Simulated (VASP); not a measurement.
# Tb (P6_3/mmc) in VASP: notebook

The runs below take Tb through single point, with PBEsol.

Program: VASP 6.6.1. These are calculated values, not measurements. Logs are shortened: lines on timing, memory, paths and dates and some standing lists are left out, and cuts for length are marked.

### Step 1. The cell of the first run

The structure is hexagonal, space group P6_3/mmc (No. 194). Conventional cell: a = 3.601 Å, b = 3.601 Å, c = 5.694 Å, α = 90.00°, β = 90.00°, γ = 120.00°. Within 4.6 Å of Tb (site symmetry -6m2) lie 12 Tb at 3.53 to 3.60 Å.

### Step 2. Single point, PBEsol, collinear spin, ferromagnetic start

Input file INCAR:

```
PREC     = Accurate       # precision mode
ENCUT    = 520            # plane-wave cutoff, eV
EDIFF    = 1E-7           # SCF threshold, eV
ISMEAR   = 0              # smearing method
SIGMA    = 0.025          # smearing width, eV
LREAL    = F              # projectors in reciprocal space
LASPH    = T              # aspherical terms in the spheres
NELM     = 150            # most SCF steps
ALGO     = Normal         # electronic algorithm
ISIF     = 2              # what is computed and relaxed
LWAVE    = F              # write WAVECAR
LCHARG   = F              # write CHGCAR
ISPIN    = 2              # spin polarisation
MAGMOM   = 6 6            # initial moments
LORBIT   = 11             # projections on sites
LMAXMIX  = 6              # l up to which the mixer works
GGA      = PS             # functional
NBANDS   = 30             # bands
```

Input file KPOINTS:

```
regular mesh
0
Gamma
  7 7 4
```

Input file POSCAR:

```
Tb
1.0
    3.6010000000      0.0000000000      0.0000000000
   -1.8005000000      3.1185574790      0.0000000000
    0.0000000000      0.0000000000      5.6936000000
Tb
2
Direct
    0.6666666667      0.3333333333      0.7500000000
    0.3333333333      0.6666666667      0.2500000000
```

Potentials or basis: VASP PAW PBE potentials, release 64 (Tb).

On the command line:

```
> cat potpaw_PBE.64/Tb/POTCAR > POTCAR
> mpirun -np 1 vasp_std > vasp.out
```

OUTCAR:

```text
PREC = Accurate
   ENCUT = 520
   EDIFF = 1E-7
   ISMEAR = 0
   LREAL = F
   LASPH = T
   NELM = 150
   ISIF = 2
   ISPIN = 2
   LORBIT = 11
   GGA = PS

 ion  position               nearest neighbor table
   1  0.667  0.333  0.750-   2 3.53   2 3.53   2 3.53   2 3.53   2 3.53   2 3.53
   2  0.333  0.667  0.250-   1 3.53   1 3.53   1 3.53   1 3.53   1 3.53   1 3.53

  LATTYP: Found a hexagonal cell.
 ALAT       =     3.6010000000
 C/A-ratio  =     1.5811163566

  Lattice vectors:

 A1 = (   3.6010000000,   0.0000000000,   0.0000000000)
 A2 = (  -1.8005000000,   3.1185574790,   0.0000000000)
 A3 = (   0.0000000000,   0.0000000000,   5.6936000000)

Analysis of symmetry for initial positions (statically):
=====================================================================
 Subroutine PRICEL returns:
 Original cell was already a primitive cell.

 Routine SETGRP: Setting up the symmetry group for a
 hexagonal supercell.

 Subroutine GETGRP returns: Found 24 space group operations
 (whereof 12 operations were pure point group operations)
 out of a pool of 24 trial point group operations.

The static configuration has the point symmetry D_3d.
 The point group associated with its full space group is D_6h.

Analysis of symmetry for dynamics (positions and initial velocities):
=====================================================================
 Subroutine PRICEL returns:
 Original cell was already a primitive cell.

 Routine SETGRP: Setting up the symmetry group for a
 hexagonal supercell.

 Subroutine GETGRP returns: Found 24 space group operations
 (whereof 12 operations were pure point group operations)
 out of a pool of 24 trial point group operations.

The dynamic configuration has the point symmetry D_3d.
 The point group associated with its full space group is D_6h.

Analysis of structural, dynamic, and magnetic symmetry:
=====================================================================
 Subroutine PRICEL returns:
 Original cell was already a primitive cell.

 Routine SETGRP: Setting up the symmetry group for a
 hexagonal supercell.

 Subroutine GETGRP returns: Found 24 space group operations
 (whereof 12 operations were pure point group operations)
 out of a pool of 24 trial point group operations.

The overall configuration has the point symmetry D_3d.
 The point group associated with its full space group is D_6h.

 Subroutine INISYM returns: Found 24 space group operations
 (whereof 12 operations are pure point group operations),
 and found     1 'primitive' translations

----------------------------------------------------------------------------------------

                                     Primitive cell

  volume of cell :      63.9387

  direct lattice vectors                    reciprocal lattice vectors
     3.601000000  0.000000000  0.000000000     0.277700639  0.160330539  0.000000000
    -1.800500000  3.118557479  0.000000000     0.000000000  0.320661077  0.000000000
     0.000000000  0.000000000  5.693600000     0.000000000  0.000000000  0.175635802

  length of vectors
     3.601000000  3.601000000  5.693600000     0.320661077  0.320661077  0.175635802

  position of ions in fractional coordinates (direct lattice)
     0.666666667  0.333333333  0.750000000
     0.333333333  0.666666667  0.250000000

  ion indices of the primitive-cell ions
   primitive index   ion index
                 1           1
                 2           2

----------------------------------------------------------------------------------------

 KPOINTS: regular mesh

Automatic generation of k-mesh.
 Grid dimensions read from file:
 generate k-points for:    7    7    4

 Generating k-lattice:

  Cartesian coordinates                     Fractional coordinates (reciprocal lattice)
     0.039671520  0.022904363  0.000000000     0.142857143 -0.000000000  0.000000000
     0.000000000  0.045808725  0.000000000     0.000000000  0.142857143  0.000000000
     0.000000000  0.000000000  0.043908950     0.000000000  0.000000000  0.250000000

  Length of vectors
     0.045808725  0.045808725  0.043908950

  Shift w.r.t. Gamma in fractional coordinates (k-lattice)
     0.000000000  0.000000000  0.000000000

 Subroutine IBZKPT returns following result:
 ===========================================

 Found     24 irreducible k-points:

 Following reciprocal coordinates:
            Coordinates               Weight
  0.000000  0.000000  0.000000      1.000000
  0.142857 -0.000000  0.000000      6.000000
  0.285714  0.000000  0.000000      6.000000
  0.428571 -0.000000  0.000000      6.000000
  0.142857  0.142857  0.000000      6.000000
  0.285714  0.142857  0.000000     12.000000
[... 16 lines left out ...]
  0.428571  0.142857  0.500000      6.000000
  0.285714  0.285714  0.500000      6.000000
   k-points           NKPTS =     24   k-points in BZ     NKDIM =     24   number of bands    NBANDS=     30
   number of dos      NEDOS =    301   number of ions     NIONS =      2
   total plane-waves  NPLWV =  32928
   dimension x,y,z NGX =    28 NGY =   28 NGZ =   42
   dimension x,y,z NGXF=    56 NGYF=   56 NGZF=   84
   ions per type =               2
   NGX,Y,Z   is equivalent  to a cutoff of  12.93, 12.93, 12.26 a.u.
   NGXF,Y,Z  is equivalent  to a cutoff of  25.85, 25.85, 24.53 a.u.
 SYSTEM =  unknown system
   PREC   = accura    normal or accurate (medium, high low for compatibility)
   ISTART =      0    job   : 0-new  1-cont  2-samecut
   ICHARG =      2    charge: 1-file 2-atom 10-const
   ISPIN  =      2    spin polarized calculation?
   LNONCOLLINEAR =      F non collinear calculations
   LSORBIT =      F    spin-orbit coupling
   LASPH  =      T    aspherical Exc in radial PAW
   ENCUT  =  520.0 eV  38.22 Ry    6.18 a.u.   6.70  6.70 10.59*2*pi/ulx,y,z
   NELM   =    150;   NELMIN=  2; NELMDL= -5     # of ELM steps
   EDIFF  = 0.1E-06   stopping-criterion for ELM
   LREAL  =      F    real-space projection
   EDIFFG = 0.1E-05   stopping-criterion for IOM
   NSW    =      0    number of steps for IOM
   IBRION =     -1    ionic relax: 0-MD 1-quasi-New 2-CG
   NFREE  =      0    steps in history (QN), initial steepest desc. (CG)
   ISIF   =      2    stress and relaxation
   ISYM   =      2    0-nonsym 1-usesym 2-fastsym
   POTIM  = 0.5000    time-step for ionic-motion
   TEBEG  =    0.0;   TEEND  =   0.0 temperature during run
   PSTRESS=    0.0 pullay stress
   NELECT =      38.0000    total number of electrons
   NUPDOWN=      -1.0000    fix difference up-down
   EMIN   =  10.00;   EMAX   =-10.00  energy-range for DOS
   EFERMI =   0.00;   METHOD = LEGACY
   ISMEAR =     0;   SIGMA  =   0.03  broadening in eV -4-tet -1-fermi 0-gaus
   EFERMI_NEDOS =   21; number of points for ismear=-14 and -15
   IALGO  =     38    algorithm
   IMIX   =      4    mixing-type and parameters
     AMIX     =   0.40;   BMIX     =  1.00
     AMIX_MAG =   1.60;   BMIX_MAG =  1.00
  volume/ion in A,a.u.               =      31.97       215.74
  Fermi-wavevector in a.u.,A,eV,Ry     =   1.376411  2.601039 25.776330  1.894507
  Thomas-Fermi vector in A             =   2.501658
   LORBIT       =     11    0 simple, 1 ext, 2 COOP (PROOUT), +10 PAW based schemes
   GGA     = PS    functional components
   LHFCALC =     F    Hartree Fock is set to
   AEXX    =    0.0000 exact exchange contribution
   IVDW    =     0    specifies the selected vdW correction
   LEPSILON=     F    determine dielectric tensor
   LRPA    =     F    only Hartree local field effects (RPA)
 spin polarized calculation
 Gauss-broadening in eV      SIGMA  =   0.03
  energy-cutoff  :      520.00
  volume of cell :       63.94
 maximum number of plane-waves:      1743
 NGX is ok and might be reduce to    28
   NGX = 13   NGY = 13   NGZ = 21

 number of electron      37.9999991 magnetization      11.6245604

 Free energy of the ion-electron system (eV)
  ---------------------------------------------------
  ext. energy  EPLUGINS =         0.00000000
  ---------------------------------------------------
  free energy    TOTEN  =       -19.66339533 eV

  energy without entropy =      -19.65906012  energy(sigma->0) =      -19.66122772

 E-fermi :   2.7603     XC(G=0): -10.2542

 val. band max:        2.7566463965   @ k =   0.2857   0.1429   0.0000
 cond. band min:       2.7623610227   @ k =   0.2857   0.1429   0.5000
 fundamental gap:      0.0057146262
 Fermi energy:         2.7603263318

 spin component 1

 k-point     1 :       0.0000    0.0000    0.0000
  band No.  band energies     occupation
      1     -43.3686      1.00000
      2     -43.2982      1.00000
      3     -20.3296      1.00000
      4     -19.7363      1.00000
      5     -19.7363      1.00000
      6     -19.6239      1.00000
[... 22 lines left out ...]
     29       5.2135      0.00000
     30       5.2135      0.00000
[... 727 lines left out ...]
 k-point    24 :       0.2857    0.2857    0.5000
  band No.  band energies     occupation
      1     -43.2949      1.00000
      2     -43.2949      1.00000
      3     -20.2022      1.00000
      4     -20.2022      1.00000
      5     -19.9842      1.00000
      6     -19.9842      1.00000
[... 22 lines left out ...]
     29       5.5509      0.00000
     30       5.5509      0.00000
 Fermi energy:         2.7603263318

 spin component 2

 k-point     1 :       0.0000    0.0000    0.0000
  band No.  band energies     occupation
      1     -40.8287      1.00000
      2     -40.7417      1.00000
      3     -18.6013      1.00000
      4     -17.8853      1.00000
      5     -17.8853      1.00000
      6     -17.7540      1.00000
[... 22 lines left out ...]
     29       5.8671      0.00000
     30       5.8671      0.00000
[... 728 lines left out ...]
  band No.  band energies     occupation
      1     -40.7370      1.00000
      2     -40.7370      1.00000
      3     -18.4519      1.00000
      4     -18.4519      1.00000
      5     -18.1894      1.00000
      6     -18.1894      1.00000
[... 22 lines left out ...]
     29       6.2757      0.00000
     30       6.2757      0.00000

------------------------ aborting loop because EDIFF is reached ----------------------------------------

  FORCE on cell =-STRESS in cart. coord.  units (eV):
  Direction    XX          YY          ZZ          XY          YZ          ZX
  --------------------------------------------------------------------------------------
  -------------------------------------------------------------------------------------
  Total       -1.0331802     -1.0331802     -0.9596890      0.0000000      0.0000000      0.0000000
  in kB      -25.8894514    -25.8894514    -24.0479055      0.0000000      0.0000000      0.0000000
  external PRESSURE =     -25.2756028 kB  Pullay stress =       0.0000000 kB

 VOLUME and BASIS-vectors are now :
 -----------------------------------------------------------------------------
  energy-cutoff  :      520.00
  volume of cell :       63.94
      direct lattice vectors                 reciprocal lattice vectors
     3.601000000  0.000000000  0.000000000     0.277700639  0.160330539  0.000000000
    -1.800500000  3.118557479  0.000000000     0.000000000  0.320661077  0.000000000
     0.000000000  0.000000000  5.693600000     0.000000000  0.000000000  0.175635802

 POSITION                                       TOTAL-FORCE (eV/Angst)
 -----------------------------------------------------------------------------------
      1.80050      1.03952      4.27020         0.000000      0.000000      0.000000
     -0.00000      2.07904      1.42340         0.000000      0.000000      0.000000
 -----------------------------------------------------------------------------------
    total drift:                               -0.000000      0.000000     -0.000000

  FREE ENERGIE OF THE ION-ELECTRON SYSTEM (eV)
  ---------------------------------------------------
  free  energy   TOTEN  =       -19.6633953315 eV

  energy  without entropy=      -19.6590601178  energy(sigma->0) =      -19.66122772

 total charge

# of ion       s       p       d       f       tot
--------------------------------------------------
    1        2.086   5.585   0.511   8.107  16.288
    2        2.086   5.585   0.511   8.107  16.288
--------------------------------------------------
tot          4.173  11.170   1.021  16.214  32.577

 magnetization (x)

# of ion       s       p       d       f       tot
--------------------------------------------------
    1        0.001  -0.048   0.044   5.692   5.689
    2        0.001  -0.048   0.044   5.692   5.689
--------------------------------------------------
tot          0.002  -0.097   0.087  11.385  11.378
```

Wall time 5.8 min (1 thread of Intel Xeon Platinum 8488C (Sapphire Rapids), shared host); peak memory 0.26 GiB.

What came out:

```yaml
Free_energy: -19.6634 eV
Pressure: -2.5 GPa
Net_moment: 11.62 μB per cell
Site_moments: Tb +5.69 μB
Valence_electrons_inside_the_program's_atomic_spheres: Tb 16.29
```

Stress tensor (GPa, compression positive):
```
-2.59  0.00  0.00
 0.00 -2.59  0.00
 0.00  0.00 -2.40
```

Caveat: the magnetic or orbital state may not be the lowest; the PAW data sets were made with another functional, which shifts forces and pressure a little; spin-orbit coupling is left out, which moves the levels of the heavy elements; semilocal functionals describe open f shells poorly, which spoils levels, moments and volumes. The state reached can hang on the start; a lower one may exist.

### Step 3. Single point, PBEsol, collinear spin, ferromagnetic start

Input file INCAR:

```
SYSTEM = Tb
ALGO     = Normal         ! electronic algorithm
EDIFF    = 1E-7           ! SCF threshold, eV
ENCUT    = 520            ! plane-wave cutoff, eV
GGA      = PS             ! functional
ISIF     = 2              ! what is computed and relaxed
ISMEAR   = 0              ! smearing method
ISPIN    = 2              ! spin polarisation
LASPH    = .True.         ! aspherical terms in the spheres
LCHARG   = .True.         ! write CHGCAR
LELF     = .True.         ! ELF
LMAXMIX  = 6              ! l up to which the mixer works
LORBIT   = 11             ! projections on sites
LREAL    = .False.        ! projectors in reciprocal space
LVHAR    = .True.       
LWAVE    = .False.        ! write WAVECAR
MAGMOM   = 6 6            ! initial moments
NBANDS   = 30             ! bands
NELM     = 150            ! most SCF steps
PREC     = Accurate       ! precision mode
SIGMA    = 0.005          ! smearing width, eV
```

Input file KPOINTS:

```
k-points
0
Gamma
  7 7 4
  0 0 0
```

POSCAR is that of step 2.

Potentials or basis: VASP PAW PBE potentials, release 64 (Tb).

On the command line:

```
> cat potpaw_PBE.64/Tb/POTCAR > POTCAR
> mpirun -np 1 vasp_std > vasp.out
```

It took 9.3 min on 1 thread of Intel Xeon Platinum 8488C (Sapphire Rapids), shared host; peak memory 0.26 GiB.

Results (log left out):

- Free energy: -19.6613 eV
- Pressure: -2.5 GPa
- Net moment: 11.62 μB per cell
- Site moments: Tb +5.69 μB
- Valence electrons inside the program's atomic spheres: Tb 16.29

Stress tensor (GPa, compression positive):
```
-2.61  0.00  0.00
 0.00 -2.61  0.00
 0.00  0.00 -2.41
```

Levels at points of the mesh, in eV from the Fermi level:
Spin up:
```
           k point  band 20  band 21  band 22  band 23  band 24  band 25  band 26  band 27  band 28  band 29
(0.00, 0.00, 0.00)    -3.95    -3.93    -3.74    -3.64    -2.10     1.38     1.77     1.77     2.08     2.45
(0.00, 0.00, 0.50)    -3.94    -3.70    -3.70    -3.36    -3.36     1.01     1.01     1.67     1.67     1.67
```
Spin down:
| k point | band 11 | band 12 | band 13 | band 14 | band 15 | band 16 |
| --- | --- | --- | --- | --- | --- | --- |
| (0.00, 0.00, 0.00) | -0.18 | -0.15 | -0.10 | -0.01 | 0.14 | 0.14 |
| (0.00, 0.00, 0.50) | -0.25 | -0.25 | -0.06 | -0.06 | 0.16 | 0.16 |

Caveat: the magnetic or orbital state may not be the lowest; the PAW data sets were made with another functional, which shifts forces and pressure a little; spin-orbit coupling is left out, which moves the levels of the heavy elements; semilocal functionals describe open f shells poorly, which spoils levels, moments and volumes.
